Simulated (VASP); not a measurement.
A run of VASP 6.6.1:

The input POSCAR:

```
SnO2
1.0
    1.6170930752      0.9336291223      5.0886281390
   -1.6170930752      0.9336291223      5.0886281390
    0.0000000000     -1.8672582446      5.0886281390
Sn O
1 2
Direct
    0.5000000000      0.5000000000      0.5000000000
    0.2371700000      0.2371700000      0.2371700000
    0.7628300000      0.7628300000      0.7628300000
```

INCAR.step1

```
SYSTEM = SnO2
PREC = Accurate
ENCUT = 520
ISMEAR = 0
SIGMA = 0.05
LREAL = .FALSE.
LASPH = .TRUE.
NELM = 60
NBANDS = 20
GGA = PE
ALGO = Normal
EDIFF = 1E-4
LWAVE = .TRUE.
LCHARG = .FALSE.
```

The input INCAR.step2:

```
SYSTEM = SnO2
PREC = Accurate
ENCUT = 520
EDIFF = 1E-6
ISMEAR = 0
SIGMA = 0.05
LREAL = .FALSE.
LASPH = .TRUE.
NELM = 60
ALGO = Normal
ISIF = 2
LWAVE = .FALSE.
LCHARG = .FALSE.
METAGGA = R2SCAN
LMIXTAU = .TRUE.
NBANDS = 20
ISTART = 1
```

The input KPOINTS:

```
Automatic mesh
0
G
  12 12 12
  0 0 0
```

Potentials or basis: VASP PAW PBE potentials, release 64 (Sn_d, O).

Run with:

```bash
$ cat potpaw_PBE.64/Sn_d/POTCAR potpaw_PBE.64/O/POTCAR > POTCAR
$ cp INCAR.step1 INCAR
$ mpirun -np 1 vasp_std > vasp.out
$ cp INCAR.step2 INCAR
$ mpirun -np 1 vasp_std > vasp.out
```

Hardware: 1 thread of Intel Xeon 8259CL, on a shared host.

**Question.** Estimate the wall time of this run.

**Answer.** It took 36 min on 1 thread of Intel Xeon 8259CL (shared host), peak memory 0.37 GiB. Counts: k points 189.
